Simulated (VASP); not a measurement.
# AlNi (Pm-3m) in VASP: single point with PBEsol

Aim: the single point of AlNi with PBEsol.

Program: VASP 6.6.1. These are calculated values, not measurements. Logs are shortened: lines on timing, memory, paths and dates and some standing lists are left out, and cuts for length are marked.

## (1) The cell of the first run

The structure is cubic, space group Pm-3m (No. 221). Conventional cell: a = 2.862 Å, b = 2.862 Å, c = 2.862 Å, α = 90.00°, β = 90.00°, γ = 90.00°. Al (site symmetry m-3m) has 8 Ni at 2.48 Å and 6 Al at 2.86 Å within 3.3 Å. Ni (site symmetry m-3m) has 8 Al at 2.48 Å and 6 Ni at 2.86 Å within 3.3 Å.

## (2) Single point, PBEsol

The input, INCAR:

```
PREC = Accurate ; ENCUT = 520
EDIFF = 1E-7 ; ISMEAR = 0
SIGMA = 0.1 ; LREAL = False
LASPH = True ; NELM = 100
ALGO = Fast ; ISIF = 2
LWAVE = False ; LCHARG = False
GGA = PS ; ISYM = 0
NBANDS = 14
```

The input, KPOINTS:

```
regular mesh
0
Gamma
  12 9 17
```

The input, POSCAR:

```
AlNi
1.0
    2.8621655562      0.0000000000      0.0000000000
    0.0000000000      4.0477133473      0.0000000000
    0.0000000000      2.0238566737      2.0238566737
Al Ni
1 1
Direct
    0.0000000000      0.0000000000      0.0000000000
    0.5000000000      0.5000000000      0.0000000000
```

Potentials or basis: VASP PAW PBE potentials, release 64 (Al, Ni).

Started as:

```
> cat potpaw_PBE.64/Al/POTCAR potpaw_PBE.64/Ni/POTCAR > POTCAR
> mpirun -np 1 vasp_std > vasp.out
```

OUTCAR:

```text
PREC = Accurate
   ENCUT = 520
   EDIFF = 1E-7
   ISMEAR = 0
   LREAL = False
   LASPH = True
   NELM = 100
   ISIF = 2
   GGA = PS
   ISYM = 0

 ion  position               nearest neighbor table
   1  0.000  0.000  0.000-   2 2.48   2 2.48   2 2.48   2 2.48   2 2.48   2 2.48   2 2.48   2 2.48

   2  0.500  0.500  0.000-   1 2.48   1 2.48   1 2.48   1 2.48   1 2.48   1 2.48   1 2.48   1 2.48

IMPORTANT INFORMATION: All symmetrisations will be switched off!
NOSYMM: (Re-)initialisation of all symmetry stuff for point group C_1.

----------------------------------------------------------------------------------------

                                     Primitive cell

  volume of cell :      23.4468

  direct lattice vectors                    reciprocal lattice vectors
     2.862165556  0.000000000  0.000000000     0.349385799  0.000000000  0.000000000
     0.000000000  4.047713347  0.000000000     0.000000000  0.247053068 -0.247053068
     0.000000000  2.023856674  2.023856674     0.000000000  0.000000000  0.494106136

  length of vectors
     2.862165556  4.047713347  2.862165556     0.349385799  0.349385799  0.494106136

  position of ions in fractional coordinates (direct lattice)
     0.000000000  0.000000000  0.000000000
     0.500000000  0.500000000  0.000000000

  ion indices of the primitive-cell ions
   primitive index   ion index
                 1           1
                 2           2

----------------------------------------------------------------------------------------

 KPOINTS: regular mesh

Automatic generation of k-mesh.
 Grid dimensions read from file:
 generate k-points for:   12    9   17

 Generating k-lattice:

  Cartesian coordinates                     Fractional coordinates (reciprocal lattice)
     0.029115483  0.000000000  0.000000000     0.083333333  0.000000000  0.000000000
     0.000000000  0.027450341 -0.027450341     0.000000000  0.111111111  0.000000000
     0.000000000  0.000000000  0.029065067     0.000000000  0.000000000  0.058823529

  Length of vectors
     0.029115483  0.038820644  0.029065067

  Shift w.r.t. Gamma in fractional coordinates (k-lattice)
     0.000000000  0.000000000  0.000000000

 -----------------------------------------------------------------------------
|                                                                             |
|           W    W    AA    RRRRR   N    N  II  N    N   GGGG   !!!           |
|           W    W   A  A   R    R  NN   N  II  NN   N  G    G  !!!           |
|           W    W  A    A  R    R  N N  N  II  N N  N  G       !!!           |
|           W WW W  AAAAAA  RRRRR   N  N N  II  N  N N  G  GGG   !            |
|           WW  WW  A    A  R   R   N   NN  II  N   NN  G    G                |
[... 83 lines left out ...]
   IMIX   =      4    mixing-type and parameters
     AMIX     =   0.40;   BMIX     =  1.00
     AMIX_MAG =   1.60;   BMIX_MAG =  1.00
  volume/ion in A,a.u.               =      11.72        79.11
  Fermi-wavevector in a.u.,A,eV,Ry     =   1.344914  2.541519 24.610134  1.808794
  Thomas-Fermi vector in A             =   2.472869
   LORBIT       =      0    0 simple, 1 ext, 2 COOP (PROOUT), +10 PAW based schemes
   GGA     = PS    functional components
   LHFCALC =     F    Hartree Fock is set to
   AEXX    =    0.0000 exact exchange contribution
   IVDW    =     0    specifies the selected vdW correction
   LEPSILON=     F    determine dielectric tensor
   LRPA    =     F    only Hartree local field effects (RPA)
 non-spin polarized calculation
 RMM-DIIS sequential band-by-band and
 Gauss-broadening in eV      SIGMA  =   0.10
  energy-cutoff  :      520.00
  volume of cell :       23.45
 maximum number of plane-waves:       651
 NGX is ok and might be reduce to    24
   NGX = 11   NGY = 15   NGZ = 11

 number of electron      13.0000001 magnetization

 Free energy of the ion-electron system (eV)
  ---------------------------------------------------
  ext. energy  EPLUGINS =         0.00000000
  ---------------------------------------------------
  free energy    TOTEN  =       -11.58816137 eV

  energy without entropy =      -11.58440929  energy(sigma->0) =      -11.58628533

 E-fermi :  10.1597     XC(G=0): -12.2619

 val. band max:       10.1592248496   @ k =  -0.3333   0.4444   0.3529
 cond. band min:      10.1671265350   @ k =  -0.0833  -0.4444   0.3529
 fundamental gap:      0.0079016853
 Fermi energy:        10.1597170664

 k-point     1 :       0.0000    0.0000    0.0000
  band No.  band energies     occupation
      1      -1.1172      2.00000
      2       6.8226      2.00000
      3       6.8293      2.00000
      4       8.5729      2.00000
      5       8.5753      2.00000
      6       8.5784      2.00000
      7      15.7386      0.00000
      8      15.7387      0.00000
      9      15.7389      0.00000
     10      18.3667      0.00000
     11      18.3696      0.00000
     12      24.2420      0.00000
     13      31.2878      0.00000
     14      31.2879      0.00000
[... 377 lines left out ...]
      1       1.7408      2.00000
      2       6.1116      2.00000
      3       7.1560      2.00000
      4       7.7807      2.00000
      5       8.0728      2.00000
      6       8.3581      2.00000
      7      10.2988      0.04917
      8      13.5900      0.00000
      9      18.3172      0.00000
     10      19.1928      0.00000
     11      21.8446      0.00000
     12      24.6928      0.00000
     13      26.6019      0.00000
     14      27.9848      0.00000

 [... further k-points ...]

------------------------ aborting loop because EDIFF is reached ----------------------------------------

  FORCE on cell =-STRESS in cart. coord.  units (eV):
  Direction    XX          YY          ZZ          XY          YZ          ZX
  --------------------------------------------------------------------------------------
  -------------------------------------------------------------------------------------
  Total       -0.0346939      0.0363673      0.0509868     -0.0000004      0.0128139      0.0000019
  in kB       -2.3707166      2.4850602      3.4840447     -0.0000291      0.8756050      0.0001274
  external PRESSURE =       1.1994627 kB  Pullay stress =       0.0000000 kB

 VOLUME and BASIS-vectors are now :
 -----------------------------------------------------------------------------
  energy-cutoff  :      520.00
  volume of cell :       23.45
      direct lattice vectors                 reciprocal lattice vectors
     2.862165556  0.000000000  0.000000000     0.349385799  0.000000000  0.000000000
     0.000000000  4.047713347  0.000000000     0.000000000  0.247053068 -0.247053068
     0.000000000  2.023856674  2.023856674     0.000000000  0.000000000  0.494106136

 POSITION                                       TOTAL-FORCE (eV/Angst)
 -----------------------------------------------------------------------------------
      0.00000      0.00000      0.00000        -0.000000      0.000000      0.000000
      1.43108      2.02386      0.00000         0.000000     -0.000000     -0.000000
 -----------------------------------------------------------------------------------
    total drift:                               -0.000000     -0.000000     -0.000000

  FREE ENERGIE OF THE ION-ELECTRON SYSTEM (eV)
  ---------------------------------------------------
  free  energy   TOTEN  =       -11.5881613713 eV

  energy  without entropy=      -11.5844092942  energy(sigma->0) =      -11.58628533
```

OSZICAR:

```text
N       E                     dE             d eps       ncg     rms          rms(c)
DAV:   1     0.399506744005E+02    0.39951E+02   -0.53901E+03 26196   0.973E+02
DAV:   2    -0.114539317716E+02   -0.51405E+02   -0.46406E+02 27712   0.181E+02
DAV:   3    -0.132087029577E+02   -0.17548E+01   -0.17364E+01 32608   0.369E+01
DAV:   4    -0.132316827227E+02   -0.22980E-01   -0.22973E-01 30702   0.387E+00
DAV:   5    -0.132323470228E+02   -0.66430E-03   -0.66429E-03 33122   0.713E-01    0.128E+01
RMM:   6    -0.152352521546E+02   -0.20029E+01   -0.15651E+01 31479   0.494E+01    0.172E+01
RMM:   7    -0.116056436440E+02    0.36296E+01   -0.43004E+00 28968   0.253E+01    0.125E+00
RMM:   8    -0.115993869951E+02    0.62566E-02   -0.89552E-02 27538   0.296E+00    0.757E-01
RMM:   9    -0.115925539496E+02    0.68330E-02   -0.31172E-02 29361   0.115E+00    0.590E-01
RMM:  10    -0.115881306838E+02    0.44233E-02   -0.85403E-03 31519   0.117E+00    0.138E-01
RMM:  11    -0.115883517411E+02   -0.22106E-03   -0.85790E-04 35292   0.342E-01    0.139E-01
RMM:  12    -0.115881495142E+02    0.20223E-03   -0.37994E-04 34569   0.215E-01    0.198E-02
RMM:  13    -0.115881597668E+02   -0.10253E-04   -0.10013E-04 35450   0.673E-02    0.852E-03
RMM:  14    -0.115881610972E+02   -0.13305E-05   -0.16243E-05 38669   0.303E-02    0.311E-03
RMM:  15    -0.115881619109E+02   -0.81370E-06   -0.22961E-06 32217   0.144E-02    0.659E-03
RMM:  16    -0.115881613417E+02    0.56927E-06   -0.97631E-07 31725   0.104E-02    0.213E-03
RMM:  17    -0.115881613713E+02   -0.29660E-07   -0.36436E-07 26489   0.412E-03
   1 F= -.11588161E+02 E0= -.11586285E+02  d E =-.375208E-02
```

stdout:

```text
POSCAR found type information on POSCAR AlNi
 POSCAR found :  2 types and       2 ions
 scaLAPACK will be used
 -----------------------------------------------------------------------------
|                                                                             |
|                                                                             |
[... 31 lines left out ...]
WARNING in EDDRMM: call to ZHEGV failed, returncode =   8  4     13
WARNING in EDDRMM: call to ZHEGV failed, returncode =   6  3     14
WARNING in EDDRMM: call to ZHEGV failed, returncode =   6  3     14
WARNING in EDDRMM: call to ZHEGV failed, returncode =   8  4     13
WARNING in EDDRMM: call to ZHEGV failed, returncode =   8  4     13
WARNING in EDDRMM: call to ZHEGV failed, returncode =   8  4     13
WARNING in EDDRMM: call to ZHEGV failed, returncode =   8  4     13
WARNING in EDDRMM: call to ZHEGV failed, returncode =   8  4     13
```

Wall time 5.7 min (1 thread of Intel Xeon Platinum 8259CL at 2.50GHz (Skylake/Cascade Lake), shared host); peak memory 0.41 GiB.

Results:

```yaml
Free_energy: -11.5882 eV
Pressure: 0.1 GPa
Band_gap_on_the_k_mesh: zero (an odd number of electrons rules out a gap without spin polarisation)
```

Caveat: the PAW data sets were made with another functional, which shifts forces and pressure a little. Spin polarisation is off, so any magnetic state and its effect on volume and gap are missing.
